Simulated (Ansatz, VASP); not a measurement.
# One calculation of KCl, two programs

```
K Cl
1.0
     0.00000    3.14647    3.14647
     3.14647    0.00000    3.14647
     3.14647    3.14647    0.00000
K Cl
1 1
Direct
  0.00000 0.00000 0.00000
  0.50000 0.50000 0.50000
```

Alike in both runs: functional r2SCAN; k mesh 8 × 8 × 8; no spin polarisation.

```csv
,VASP,Ansatz
version,VASP 6.6.1,Ansatz 0.2.0
potentials or method,"VASP PAW PBE potentials, release 64 (K_sv, Cl)",Ansatz PAW
plane-wave cutoff (eV),520,500
occupations,"gaussian, width 0.01 eV",fixed
valence electrons in the cell,16,16
task,single point,band structure
```

```csv
,VASP,Ansatz,Ansatz less VASP
gap on the k mesh at the Fermi level (eV),5.83,5.83,-0.004
least direct gap on the mesh (eV),5.83,5.83,-0.004
pressure (GPa),0.0,0.0,+0.03
```

VASP's potentials were made for PBE, not for r2SCAN.
